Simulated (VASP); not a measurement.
# Cs (Fm-3m) in VASP: further runs

The runs below take Cs through single point, with PBEsol.

Everything below comes from runs of VASP 6.6.1. Logs are shortened: lines on timing, memory, paths and dates and some standing lists are left out, and cuts for length are marked.

## Step 1: The cell of the first run

The structure is cubic, space group Fm-3m (No. 225). Conventional cell: a = 7.735 Å, b = 7.735 Å, c = 7.735 Å, α = 90.00°, β = 90.00°, γ = 90.00°.

## Step 2: Single point, PBEsol

Contents of INCAR:

```
PREC     = Accurate       # precision mode
ENCUT    = 520            # plane-wave cutoff, eV
EDIFF    = 1E-7           # SCF threshold, eV
ISMEAR   = -1             # smearing method
SIGMA    = 0.05           # smearing width, eV
LREAL    = False          # projectors in reciprocal space
LASPH    = True           # aspherical terms in the spheres
NELM     = 60             # most SCF steps
ALGO     = Fast           # electronic algorithm
ISIF     = 2              # what is computed and relaxed
LWAVE    = False          # write WAVECAR
LCHARG   = False          # write CHGCAR
GGA      = PS             # functional
NBANDS   = 10             # bands
```

Contents of KPOINTS:

```
regular mesh
0
Gamma
  6 6 6
```

Contents of POSCAR:

```
Cs
1.0
    0.0000000000      3.8677348434      3.8677348434
    3.8677348434      0.0000000000      3.8677348434
    3.8677348434      3.8677348434      0.0000000000
Cs
1
Direct
    0.0000000000      0.0000000000      0.0000000000
```

Potentials or basis: VASP PAW PBE potentials, release 64 (Cs_sv).

The run is started by

```sh
cat potpaw_PBE.64/Cs_sv/POTCAR > POTCAR
mpirun -np 1 vasp_std > vasp.out
```

OUTCAR:

```text
PREC = Accurate
   ENCUT = 520
   EDIFF = 1E-7
   ISMEAR = -1
   LREAL = False
   LASPH = True
   NELM = 60
   ISIF = 2
   GGA = PS

 ion  position               nearest neighbor table
   1  0.000  0.000  0.000-

  LATTYP: Found a face centered cubic cell.
 ALAT       =     7.7354696868

  Lattice vectors:

 A1 = (   0.0000000000,   3.8677348434,   3.8677348434)
 A2 = (   3.8677348434,   0.0000000000,   3.8677348434)
 A3 = (   3.8677348434,   3.8677348434,   0.0000000000)

Analysis of symmetry for initial positions (statically):
=====================================================================
 Subroutine PRICEL returns:
 Original cell was already a primitive cell.

 Routine SETGRP: Setting up the symmetry group for a
 face centered cubic supercell.

 Subroutine GETGRP returns: Found 48 space group operations
 (whereof 48 operations were pure point group operations)
 out of a pool of 48 trial point group operations.

The static configuration has the point symmetry O_h .

Analysis of symmetry for dynamics (positions and initial velocities):
=====================================================================
 Subroutine PRICEL returns:
 Original cell was already a primitive cell.

 Routine SETGRP: Setting up the symmetry group for a
 face centered cubic supercell.

 Subroutine GETGRP returns: Found 48 space group operations
 (whereof 48 operations were pure point group operations)
 out of a pool of 48 trial point group operations.

The dynamic configuration has the point symmetry O_h .

 Subroutine INISYM returns: Found 48 space group operations
 (whereof 48 operations are pure point group operations),
 and found     1 'primitive' translations

----------------------------------------------------------------------------------------

                                     Primitive cell

  volume of cell :     115.7178

  direct lattice vectors                    reciprocal lattice vectors
     0.000000000  3.867734843  3.867734843    -0.129274632  0.129274632  0.129274632
     3.867734843  0.000000000  3.867734843     0.129274632 -0.129274632  0.129274632
     3.867734843  3.867734843  0.000000000     0.129274632  0.129274632 -0.129274632

  length of vectors
     5.469803071  5.469803071  5.469803071     0.223910231  0.223910231  0.223910231

  position of ions in fractional coordinates (direct lattice)
     0.000000000  0.000000000  0.000000000

  ion indices of the primitive-cell ions
   primitive index   ion index
                 1           1

----------------------------------------------------------------------------------------

 KPOINTS: regular mesh

Automatic generation of k-mesh.
 Grid dimensions read from file:
 generate k-points for:    6    6    6

 Generating k-lattice:

  Cartesian coordinates                     Fractional coordinates (reciprocal lattice)
    -0.021545772  0.021545772  0.021545772     0.166666667  0.000000000  0.000000000
     0.021545772 -0.021545772  0.021545772     0.000000000  0.166666667  0.000000000
     0.021545772  0.021545772 -0.021545772     0.000000000  0.000000000  0.166666667

  Length of vectors
     0.037318372  0.037318372  0.037318372

  Shift w.r.t. Gamma in fractional coordinates (k-lattice)
     0.000000000  0.000000000  0.000000000

 Subroutine IBZKPT returns following result:
 ===========================================

 Found     16 irreducible k-points:

 Following reciprocal coordinates:
            Coordinates               Weight
  0.000000  0.000000  0.000000      1.000000
  0.166667  0.000000  0.000000      8.000000
  0.333333  0.000000  0.000000      8.000000
  0.500000  0.000000  0.000000      4.000000
  0.166667  0.166667  0.000000      6.000000
  0.333333  0.166667  0.000000     24.000000
[... 8 lines left out ...]
 -0.333333  0.333333  0.166667     24.000000
 -0.333333  0.500000  0.166667     12.000000
   k-points           NKPTS =     16   k-points in BZ     NKDIM =     16   number of bands    NBANDS=     10
   number of dos      NEDOS =    301   number of ions     NIONS =      1
   total plane-waves  NPLWV =  74088
   dimension x,y,z NGX =    42 NGY =   42 NGZ =   42
   dimension x,y,z NGXF=    84 NGYF=   84 NGZF=   84
   ions per type =               1
   NGX,Y,Z   is equivalent  to a cutoff of  12.77, 12.77, 12.77 a.u.
   NGXF,Y,Z  is equivalent  to a cutoff of  25.53, 25.53, 25.53 a.u.
 SYSTEM =  unknown system
   PREC   = accura    normal or accurate (medium, high low for compatibility)
   ISTART =      0    job   : 0-new  1-cont  2-samecut
   ICHARG =      2    charge: 1-file 2-atom 10-const
   ISPIN  =      1    spin polarized calculation?
   LNONCOLLINEAR =      F non collinear calculations
   LSORBIT =      F    spin-orbit coupling
   LASPH  =      T    aspherical Exc in radial PAW
   ENCUT  =  520.0 eV  38.22 Ry    6.18 a.u.  10.17 10.17 10.17*2*pi/ulx,y,z
   NELM   =     60;   NELMIN=  2; NELMDL= -5     # of ELM steps
   EDIFF  = 0.1E-06   stopping-criterion for ELM
   LREAL  =      F    real-space projection
   EDIFFG = 0.1E-05   stopping-criterion for IOM
   NSW    =      0    number of steps for IOM
   IBRION =     -1    ionic relax: 0-MD 1-quasi-New 2-CG
   NFREE  =      0    steps in history (QN), initial steepest desc. (CG)
   ISIF   =      2    stress and relaxation
   ISYM   =      2    0-nonsym 1-usesym 2-fastsym
   POTIM  = 0.5000    time-step for ionic-motion
   TEBEG  =    0.0;   TEEND  =   0.0 temperature during run
   PSTRESS=    0.0 pullay stress
   NELECT =       9.0000    total number of electrons
   NUPDOWN=      -1.0000    fix difference up-down
   EMIN   =  10.00;   EMAX   =-10.00  energy-range for DOS
   EFERMI =   0.00;   METHOD = LEGACY
   ISMEAR =    -1;   SIGMA  =   0.05  broadening in eV -4-tet -1-fermi 0-gaus
   EFERMI_NEDOS =   21; number of points for ismear=-14 and -15
   IALGO  =     68    algorithm
   IMIX   =      4    mixing-type and parameters
     AMIX     =   0.40;   BMIX     =  1.00
     AMIX_MAG =   1.60;   BMIX_MAG =  1.00
  volume/ion in A,a.u.               =     115.72       780.90
  Fermi-wavevector in a.u.,A,eV,Ry     =   0.698804  1.320549  6.644101  0.488328
  Thomas-Fermi vector in A             =   1.782509
   LORBIT       =      0    0 simple, 1 ext, 2 COOP (PROOUT), +10 PAW based schemes
   GGA     = PS    functional components
   LHFCALC =     F    Hartree Fock is set to
   AEXX    =    0.0000 exact exchange contribution
   IVDW    =     0    specifies the selected vdW correction
   LEPSILON=     F    determine dielectric tensor
   LRPA    =     F    only Hartree local field effects (RPA)
 non-spin polarized calculation
 RMM-DIIS sequential band-by-band and
  energy-cutoff  :      520.00
  volume of cell :      115.72
 maximum number of plane-waves:      3143
 NGX is ok and might be reduce to    42
   NGX = 21   NGY = 21   NGZ = 21

 number of electron       8.9999999 magnetization

 Free energy of the ion-electron system (eV)
  ---------------------------------------------------
  ext. energy  EPLUGINS =         0.00000000
  ---------------------------------------------------
  free energy    TOTEN  =        -0.93548480 eV

  energy without entropy =       -0.92121575  energy(sigma->0) =       -0.92835027

 E-fermi :   0.3349     XC(G=0):  -5.4599

 val. band max:        0.3257943574   @ k =   0.5000   0.0000   0.0000
 cond. band min:       0.4587282509   @ k =   0.5000   0.1667   0.0000
 fundamental gap:      0.1329338935
 Fermi energy:         0.3349020331

 k-point     1 :       0.0000    0.0000    0.0000
  band No.  band energies     occupation
      1     -23.4864      2.00000
      2     -10.2085      2.00000
      3     -10.2085      2.00000
      4     -10.2085      2.00000
      5      -1.3193      2.00000
      6       2.8121      0.00000
      7       2.8121      0.00000
      8       2.8121      0.00000
      9       3.9024      0.00000
     10       3.9024      0.00000

 k-point     2 :       0.1667    0.0000    0.0000
  band No.  band energies     occupation
      1     -23.4850      2.00000
      2     -10.2429      2.00000
      3     -10.2132      2.00000
      4     -10.2132      2.00000
      5      -1.0366      2.00000
      6       2.3466      0.00000
      7       2.9115      0.00000
      8       2.9115      0.00000
      9       3.7357      0.00000
     10       3.7357      0.00000

 k-point     3 :       0.3333    0.0000    0.0000
  band No.  band energies     occupation
      1     -23.4820      2.00000
      2     -10.3099      2.00000
      3     -10.2223      2.00000
      4     -10.2223      2.00000
      5      -0.3062      1.99999
      6       1.6295      0.00000
      7       2.7970      0.00000
      8       2.7970      0.00000
      9       4.1073      0.00000
     10       4.1074      0.00000

 k-point     4 :       0.5000    0.0000    0.0000
  band No.  band energies     occupation
      1     -23.4806      2.00000
      2     -10.3425      2.00000
      3     -10.2269      2.00000
      4     -10.2269      2.00000
      5       0.3258      1.09083
      6       1.1177      0.00000
      7       2.6710      0.00000
      8       2.6710      0.00000
      9       4.7012      0.00000
     10       4.7716      0.00000
[... 118 lines left out ...]
 k-point    14 :       0.5000    0.3333    0.1667
  band No.  band energies     occupation
      1     -23.4801      2.00000
      2     -10.3085      2.00000
      3     -10.2629      2.00000
      4     -10.2385      2.00000
      5       0.2958      1.37186
      6       1.6300      0.00000
      7       1.8676      0.00000
      8       3.1474      0.00000
      9       3.7872      0.00000
     10       4.7372      0.00000

 k-point    15 :      -0.3333    0.3333    0.1667
  band No.  band energies     occupation
      1     -23.4791      2.00000
      2     -10.3125      2.00000
      3     -10.2791      2.00000
      4     -10.2461      2.00000
      5       1.0785      0.00000
      6       1.0994      0.00000
      7       1.7946      0.00000
      8       2.8745      0.00000
      9       3.9581      0.00000
     10       4.7769      0.00000

 k-point    16 :      -0.3333    0.5000    0.1667
  band No.  band energies     occupation
      1     -23.4786      2.00000
      2     -10.3154      2.00000
      3     -10.2769      2.00000
      4     -10.2584      2.00000
      5       0.9554      0.00001
      6       1.4781      0.00000
      7       1.6608      0.00000
      8       2.7798      0.00000
      9       4.6029      0.00000
     10       4.7374      0.00000

------------------------ aborting loop because EDIFF is reached ----------------------------------------

  FORCE on cell =-STRESS in cart. coord.  units (eV):
  Direction    XX          YY          ZZ          XY          YZ          ZX
  --------------------------------------------------------------------------------------
  -------------------------------------------------------------------------------------
  Total       -0.0676072     -0.0676072     -0.0676072     -0.0000000     -0.0000000     -0.0000000
  in kB       -0.9360599     -0.9360599     -0.9360599     -0.0000000     -0.0000000     -0.0000000
  external PRESSURE =      -0.9360599 kB  Pullay stress =       0.0000000 kB

 VOLUME and BASIS-vectors are now :
 -----------------------------------------------------------------------------
  energy-cutoff  :      520.00
  volume of cell :      115.72
      direct lattice vectors                 reciprocal lattice vectors
     0.000000000  3.867734843  3.867734843    -0.129274632  0.129274632  0.129274632
     3.867734843  0.000000000  3.867734843     0.129274632 -0.129274632  0.129274632
     3.867734843  3.867734843  0.000000000     0.129274632  0.129274632 -0.129274632

 POSITION                                       TOTAL-FORCE (eV/Angst)
 -----------------------------------------------------------------------------------
      0.00000      0.00000      0.00000         0.000000      0.000000      0.000000
 -----------------------------------------------------------------------------------
    total drift:                               -0.000000     -0.000000     -0.000000

  FREE ENERGIE OF THE ION-ELECTRON SYSTEM (eV)
  ---------------------------------------------------
  free  energy   TOTEN  =        -0.9354847998 eV

  energy  without entropy=       -0.9212157469  energy(sigma->0) =       -0.92835027
```

Wall time 19 s (1 thread of AMD EPYC 7R13 (Zen 3), shared host); peak memory 0.21 GiB.

What came out:

```
Free energy : -0.9355 eV
Pressure    : -0.1 GPa
```

Caveat: the PAW data sets were made with another functional, which shifts forces and pressure a little; spin-orbit coupling is left out, which moves the levels of the heavy elements.

[end of part 1 of 2]
